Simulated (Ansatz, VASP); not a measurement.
**Two plane-wave programs on P**

```
P
1.0
     3.28373    0.00000    0.00000
     0.00000   34.85703    0.00000
     0.00000    0.00000    4.63208
P
4
Direct
  0.00000 0.97106 0.59461
  0.00000 0.02894 0.40539
  0.50000 0.02894 0.09461
  0.50000 0.97106 0.90539
```

Change from the starting cell: mode 7 (354.7 1/cm) frozen in, largest displacement +0.030 Å.

Alike in both runs: task single point; functional r2SCAN; k mesh 8 × 1 × 6; occupations gaussian, width 0.05 eV; no spin polarisation.

```csv
,VASP,Ansatz
version,VASP 6.6.1,Ansatz 0.2.0
potentials or method,"VASP PAW PBE potentials, release 64 (P), cutoff 520 eV","scalar-relativistic, plane waves, PAW"
valence electrons in the cell,20,20
```

|  | VASP | Ansatz | Ansatz less VASP |
| --- | --- | --- | --- |
| gap on the k mesh at the Fermi level (eV) | 1.33 | 1.30 | -0.029 |
| least direct gap on the mesh (eV) | 1.33 | 1.30 | -0.029 |
| rms of the force components (eV/Å) | 0.260 | 0.314 | +0.0542 |

VASP's potentials were made for PBE, not for r2SCAN. Atom by atom the forces differ by 0.060 eV/Å (rms over components). Ansatz's warnings: xc potential rough in thin density.
